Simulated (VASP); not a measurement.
# KZnF3 (Pm-3m) in VASP: a series of runs

KZnF3 is run at these levels: PBE; tasks: single point.

Program: VASP 6.6.1. These are calculated values, not measurements. Logs are shortened: lines on timing, memory, paths and dates and some standing lists are left out, and cuts for length are marked.

## (1) The cell of the first run

It takes space group Pm-3m (No. 221, cubic). Conventional cell: a = 3.654 Å, b = 3.654 Å, c = 3.654 Å, α = 90.00°, β = 90.00°, γ = 90.00°. K (site symmetry m-3m) has 12 F at 2.58 Å and 8 Zn at 3.16 Å within 3.4 Å. Within 2.4 Å of Zn (site symmetry m-3m) lie 6 F at 1.83 Å. F (site symmetry 4/mmm) has 2 Zn at 1.83 Å within 2.4 Å.

## (2) Single point, PBE

INCAR

```
SYSTEM = KZnF3
PREC = Accurate
ENCUT = 520
EDIFF = 1E-6
ISMEAR = 0
SIGMA = 0.02
LREAL = .FALSE.
LASPH = .TRUE.
NELM = 80
ALGO = Normal
ISIF = 2
LWAVE = .FALSE.
LCHARG = .FALSE.
GGA = PE
NBANDS = 29
```

KPOINTS

```
Automatic mesh
0
G
  6 6 6
  0 0 0
```

POSCAR

```
KZnF3
1.0
    3.6537644486      0.0000000000      0.0000000000
    0.0000000000      3.6537644486      0.0000000000
    0.0000000000      0.0000000000      3.6537644486
K Zn F
1 1 3
Direct
    0.0000000000      0.0000000000      0.0000000000
    0.5000000000      0.5000000000      0.5000000000
    0.0000000000      0.5000000000      0.5000000000
    0.5000000000      0.0000000000      0.5000000000
    0.5000000000      0.5000000000      0.0000000000
```

Potentials or basis: VASP PAW PBE potentials, release 64 (K_sv, Zn, F).

Command:

```sh
$ cat potpaw_PBE.64/K_sv/POTCAR potpaw_PBE.64/Zn/POTCAR potpaw_PBE.64/F/POTCAR > POTCAR
$ mpirun -np 1 vasp_std > vasp.out
```

OUTCAR:

```text
SYSTEM = KZnF3
   PREC = Accurate
   ENCUT = 520
   EDIFF = 1E-6
   ISMEAR = 0
   LREAL = .FALSE.
   LASPH = .TRUE.
   NELM = 80
   ISIF = 2
   GGA = PE

 ion  position               nearest neighbor table
   1  0.000  0.000  0.000-   3 2.58   4 2.58   5 2.58   3 2.58   4 2.58   3 2.58   5 2.58   3 2.58
                             4 2.58   5 2.58   4 2.58   5 2.58   2 3.16   2 3.16   2 3.16   2 3.16
   2  0.500  0.500  0.500-   3 1.83   4 1.83   5 1.83   5 1.83   4 1.83   3 1.83   1 3.16   1 3.16
                             1 3.16   1 3.16   1 3.16   1 3.16   1 3.16   1 3.16
   3  0.000  0.500  0.500-   2 1.83   2 1.83   1 2.58   1 2.58   1 2.58   1 2.58
   4  0.500  0.000  0.500-   2 1.83   2 1.83   1 2.58   1 2.58   1 2.58   1 2.58
   5  0.500  0.500  0.000-   2 1.83   2 1.83   1 2.58   1 2.58   1 2.58   1 2.58

  LATTYP: Found a simple cubic cell.
 ALAT       =     3.6537644486

  Lattice vectors:

 A1 = (   3.6537644486,   0.0000000000,   0.0000000000)
 A2 = (   0.0000000000,   3.6537644486,   0.0000000000)
 A3 = (   0.0000000000,   0.0000000000,   3.6537644486)

Analysis of symmetry for initial positions (statically):
=====================================================================
 Subroutine PRICEL returns:
 Original cell was already a primitive cell.

 Routine SETGRP: Setting up the symmetry group for a
 simple cubic supercell.

 Subroutine GETGRP returns: Found 48 space group operations
 (whereof 48 operations were pure point group operations)
 out of a pool of 48 trial point group operations.

The static configuration has the point symmetry O_h .

Analysis of symmetry for dynamics (positions and initial velocities):
=====================================================================
 Subroutine PRICEL returns:
 Original cell was already a primitive cell.

 Routine SETGRP: Setting up the symmetry group for a
 simple cubic supercell.

 Subroutine GETGRP returns: Found 48 space group operations
 (whereof 48 operations were pure point group operations)
 out of a pool of 48 trial point group operations.

The dynamic configuration has the point symmetry O_h .

 Subroutine INISYM returns: Found 48 space group operations
 (whereof 48 operations are pure point group operations),
 and found     1 'primitive' translations

----------------------------------------------------------------------------------------

                                     Primitive cell

  volume of cell :      48.7777

  direct lattice vectors                    reciprocal lattice vectors
     3.653764449  0.000000000  0.000000000     0.273690331  0.000000000  0.000000000
     0.000000000  3.653764449  0.000000000     0.000000000  0.273690331  0.000000000
     0.000000000  0.000000000  3.653764449     0.000000000  0.000000000  0.273690331

  length of vectors
     3.653764449  3.653764449  3.653764449     0.273690331  0.273690331  0.273690331

  position of ions in fractional coordinates (direct lattice)
     0.000000000  0.000000000  0.000000000
     0.500000000  0.500000000  0.500000000
     0.000000000  0.500000000  0.500000000
     0.500000000  0.000000000  0.500000000
     0.500000000  0.500000000  0.000000000

  ion indices of the primitive-cell ions
   primitive index   ion index
                 1           1
                 2           2
                 3           3
                 4           4
                 5           5

----------------------------------------------------------------------------------------

 KPOINTS: Automatic mesh

Automatic generation of k-mesh.
 Grid dimensions read from file:
 generate k-points for:    6    6    6

 Generating k-lattice:

  Cartesian coordinates                     Fractional coordinates (reciprocal lattice)
     0.045615055  0.000000000  0.000000000     0.166666667  0.000000000  0.000000000
     0.000000000  0.045615055  0.000000000     0.000000000  0.166666667  0.000000000
     0.000000000  0.000000000  0.045615055     0.000000000  0.000000000  0.166666667

  Length of vectors
     0.045615055  0.045615055  0.045615055

  Shift w.r.t. Gamma in fractional coordinates (k-lattice)
     0.000000000  0.000000000  0.000000000

 Subroutine IBZKPT returns following result:
 ===========================================

 Found     20 irreducible k-points:

 Following reciprocal coordinates:
            Coordinates               Weight
  0.000000  0.000000  0.000000      1.000000
  0.166667  0.000000  0.000000      6.000000
  0.333333  0.000000  0.000000      6.000000
  0.500000  0.000000  0.000000      3.000000
  0.166667  0.166667  0.000000     12.000000
  0.333333  0.166667  0.000000     24.000000
[... 12 lines left out ...]
  0.500000  0.500000  0.333333      6.000000
  0.500000  0.500000  0.500000      1.000000
   k-points           NKPTS =     20   k-points in BZ     NKDIM =     20   number of bands    NBANDS=     29
   number of dos      NEDOS =    301   number of ions     NIONS =      5
   total plane-waves  NPLWV =  21952
   dimension x,y,z NGX =    28 NGY =   28 NGZ =   28
   dimension x,y,z NGXF=    56 NGYF=   56 NGZF=   56
   ions per type =               1   1   3
   NGX,Y,Z   is equivalent  to a cutoff of  12.74, 12.74, 12.74 a.u.
   NGXF,Y,Z  is equivalent  to a cutoff of  25.48, 25.48, 25.48 a.u.
 SYSTEM =  KZnF3
   PREC   = accura    normal or accurate (medium, high low for compatibility)
   ISTART =      0    job   : 0-new  1-cont  2-samecut
   ICHARG =      2    charge: 1-file 2-atom 10-const
   ISPIN  =      1    spin polarized calculation?
   LNONCOLLINEAR =      F non collinear calculations
   LSORBIT =      F    spin-orbit coupling
   LASPH  =      T    aspherical Exc in radial PAW
   ENCUT  =  520.0 eV  38.22 Ry    6.18 a.u.   6.79  6.79  6.79*2*pi/ulx,y,z
   NELM   =     80;   NELMIN=  2; NELMDL= -5     # of ELM steps
   EDIFF  = 0.1E-05   stopping-criterion for ELM
   LREAL  =      F    real-space projection
   EDIFFG = 0.1E-04   stopping-criterion for IOM
   NSW    =      0    number of steps for IOM
   IBRION =     -1    ionic relax: 0-MD 1-quasi-New 2-CG
   NFREE  =      0    steps in history (QN), initial steepest desc. (CG)
   ISIF   =      2    stress and relaxation
   ISYM   =      2    0-nonsym 1-usesym 2-fastsym
   POTIM  = 0.5000    time-step for ionic-motion
   TEBEG  =    0.0;   TEEND  =   0.0 temperature during run
   PSTRESS=    0.0 pullay stress
   NELECT =      42.0000    total number of electrons
   NUPDOWN=      -1.0000    fix difference up-down
   EMIN   =  10.00;   EMAX   =-10.00  energy-range for DOS
   EFERMI =   0.00;   METHOD = LEGACY
   ISMEAR =     0;   SIGMA  =   0.02  broadening in eV -4-tet -1-fermi 0-gaus
   EFERMI_NEDOS =   21; number of points for ismear=-14 and -15
   IALGO  =     38    algorithm
   IMIX   =      4    mixing-type and parameters
     AMIX     =   0.40;   BMIX     =  1.00
     AMIX_MAG =   1.60;   BMIX_MAG =  1.00
  volume/ion in A,a.u.               =       9.76        65.83
  Fermi-wavevector in a.u.,A,eV,Ry     =   1.557462  2.943176 33.003475  2.425687
  Thomas-Fermi vector in A             =   2.661109
   LORBIT       =      0    0 simple, 1 ext, 2 COOP (PROOUT), +10 PAW based schemes
   GGA     = PE    functional components
   LHFCALC =     F    Hartree Fock is set to
   AEXX    =    0.0000 exact exchange contribution
   IVDW    =     0    specifies the selected vdW correction
   LEPSILON=     F    determine dielectric tensor
   LRPA    =     F    only Hartree local field effects (RPA)
 non-spin polarized calculation
 Gauss-broadening in eV      SIGMA  =   0.02
  energy-cutoff  :      520.00
  volume of cell :       48.78
 maximum number of plane-waves:      1357
 NGX is ok and might be reduce to    28
   NGX = 13   NGY = 13   NGZ = 13

 number of electron      41.9999963 magnetization

 Free energy of the ion-electron system (eV)
  ---------------------------------------------------
  ext. energy  EPLUGINS =         0.00000000
  ---------------------------------------------------
  free energy    TOTEN  =       -17.30267333 eV

  energy without entropy =      -17.30267333  energy(sigma->0) =      -17.30267333

 E-fermi :   3.2639     XC(G=0): -11.5853

 val. band max:        3.1572641356   @ k =   0.5000   0.5000   0.5000
 cond. band min:       7.8964805370   @ k =   0.0000   0.0000   0.0000
 fundamental gap:      4.7392164014
 Fermi energy:         3.2639106621

 k-point     1 :       0.0000    0.0000    0.0000
  band No.  band energies     occupation
      1     -25.6574      2.00000
      2     -21.5926      2.00000
      3     -20.5398      2.00000
      4     -20.5398      2.00000
      5      -9.1781      2.00000
      6      -9.1781      2.00000
[... 21 lines left out ...]
     28      13.3676      0.00000
     29      19.2573      0.00000

 k-point     2 :       0.1667    0.0000    0.0000
  band No.  band energies     occupation
      1     -25.6209      2.00000
      2     -21.5680      2.00000
      3     -20.5931      2.00000
      4     -20.5339      2.00000
      5      -9.1339      2.00000
      6      -9.1339      2.00000
[... 21 lines left out ...]
     28      13.7090      0.00000
     29      18.9181      0.00000

 k-point     3 :       0.3333    0.0000    0.0000
  band No.  band energies     occupation
      1     -25.5454      2.00000
      2     -21.5261      2.00000
      3     -20.6947      2.00000
      4     -20.5237      2.00000
      5      -9.0416      2.00000
      6      -9.0416      2.00000
[... 21 lines left out ...]
     28      14.5299      0.00000
     29      17.9082      0.00000

 k-point     4 :       0.5000    0.0000    0.0000
  band No.  band energies     occupation
      1     -25.5062      2.00000
      2     -21.5096      2.00000
      3     -20.7403      2.00000
      4     -20.5185      2.00000
      5      -8.9933      2.00000
      6      -8.9933      2.00000
[... 469 lines left out ...]
     28      15.9546      0.00000
     29      16.7312      0.00000

 k-point    19 :       0.5000    0.5000    0.3333
  band No.  band energies     occupation
      1     -25.3872      2.00000
      2     -20.8389      2.00000
      3     -20.8001      2.00000
      4     -20.8001      2.00000
      5      -9.5625      2.00000
      6      -9.5625      2.00000
[... 21 lines left out ...]
     28      16.1341      0.00000
     29      17.1355      0.00000

 k-point    20 :       0.5000    0.5000    0.5000
  band No.  band energies     occupation
      1     -25.3759      2.00000
      2     -20.7856      2.00000
      3     -20.7856      2.00000
      4     -20.7856      2.00000
      5      -9.6647      2.00000
      6      -9.6647      2.00000
[... 21 lines left out ...]
     28      16.0674      0.00000
     29      17.9524      0.00000

------------------------ aborting loop because EDIFF is reached ----------------------------------------

  FORCE on cell =-STRESS in cart. coord.  units (eV):
  Direction    XX          YY          ZZ          XY          YZ          ZX
  --------------------------------------------------------------------------------------
  -------------------------------------------------------------------------------------
  Total       18.9296190     18.9296190     18.9296190     -0.0000000      0.0000000     -0.0000000
  in kB      621.7715105    621.7715105    621.7715105     -0.0000000      0.0000000     -0.0000000
  external PRESSURE =     621.7715105 kB  Pullay stress =       0.0000000 kB

 VOLUME and BASIS-vectors are now :
 -----------------------------------------------------------------------------
  energy-cutoff  :      520.00
  volume of cell :       48.78
      direct lattice vectors                 reciprocal lattice vectors
     3.653764449  0.000000000  0.000000000     0.273690331  0.000000000  0.000000000
     0.000000000  3.653764449  0.000000000     0.000000000  0.273690331  0.000000000
     0.000000000  0.000000000  3.653764449     0.000000000  0.000000000  0.273690331

 POSITION                                       TOTAL-FORCE (eV/Angst)
 -----------------------------------------------------------------------------------
      0.00000      0.00000      0.00000         0.000000      0.000000      0.000000
      1.82688      1.82688      1.82688         0.000000      0.000000      0.000000
      0.00000      1.82688      1.82688         0.000000      0.000000      0.000000
      1.82688      0.00000      1.82688         0.000000      0.000000      0.000000
      1.82688      1.82688      0.00000         0.000000      0.000000      0.000000
 -----------------------------------------------------------------------------------
    total drift:                                0.000000      0.000000      0.000000

  FREE ENERGIE OF THE ION-ELECTRON SYSTEM (eV)
  ---------------------------------------------------
  free  energy   TOTEN  =       -17.3026733345 eV

  energy  without entropy=      -17.3026733345  energy(sigma->0) =      -17.30267333
```

It took 26 s on 1 thread of Intel Xeon Platinum 8259CL at 2.50GHz (Skylake/Cascade Lake), shared host; peak memory 0.17 GiB.

What came out:

- Free energy: -17.3027 eV
- Pressure: 62.2 GPa
- Band gap on the k mesh: 4.74 eV, indirect (least direct gap 7.59 eV)

Levels at points of the mesh, in eV from the valence-band top:
| k point | band 18 | band 19 | band 20 | band 21 | band 22 | band 23 | band 24 | band 25 |
| --- | --- | --- | --- | --- | --- | --- | --- | --- |
| (0.00, 0.00, 0.00) | -3.99 | -3.99 | -3.63 | -3.63 | 4.74 | 6.86 | 6.86 | 9.77 |
| (0.50, 0.00, 0.00) | -3.63 | -2.97 | -2.97 | -1.85 | 8.22 | 8.29 | 8.30 | 10.11 |
| (0.50, 0.50, 0.00) | -3.06 | -2.99 | -2.92 | 0.00 | 8.56 | 9.40 | 10.72 | 10.72 |
| (0.50, 0.50, 0.50) | -2.79 | -2.79 | 0.00 | 0.00 | 7.59 | 7.59 | 7.59 | 11.77 |

A k mesh can miss the band edges.

## (3) Single point, PBE

INCAR

```
PREC = Accurate
ENCUT = 520
EDIFF = 1E-6
ISMEAR = 0
SIGMA = 0.02
LREAL = False
LASPH = True
NELM = 100
ALGO = Normal
ISIF = 2
LWAVE = False
LCHARG = False
GGA = PE
NBANDS = 29
```

KPOINTS

```
Automatic mesh
0
Gamma
  6 6 6
```

POSCAR is that of step 2.

Potentials or basis: VASP PAW PBE potentials, release 64 (K_sv, Zn, F).

Command:

```sh
$ cat potpaw_PBE.64/K_sv/POTCAR potpaw_PBE.64/Zn/POTCAR potpaw_PBE.64/F/POTCAR > POTCAR
$ mpirun -np 1 vasp_std > vasp.out
```

Wall time 26 s (1 thread of Intel Xeon Platinum 8259CL at 2.50GHz (Skylake/Cascade Lake), shared host); peak memory 0.17 GiB.

The run converged. Its results:

```
Free energy            : -17.3027 eV
Pressure               : 62.2 GPa
Band gap on the k mesh : 4.74 eV, indirect (least direct gap 7.59 eV)
```

Levels at points of the mesh, in eV from the valence-band top:
| k point | band 19 | band 20 | band 21 | band 22 | band 23 | band 24 |
| --- | --- | --- | --- | --- | --- | --- |
| (0.00, 0.00, 0.00) | -3.99 | -3.63 | -3.63 | 4.74 | 6.86 | 6.86 |
| (0.50, 0.00, 0.00) | -2.97 | -2.97 | -1.85 | 8.22 | 8.29 | 8.30 |
| (0.50, 0.50, 0.00) | -2.99 | -2.92 | 0.00 | 8.56 | 9.40 | 10.72 |
| (0.50, 0.50, 0.50) | -2.79 | 0.00 | 0.00 | 7.59 | 7.59 | 7.59 |
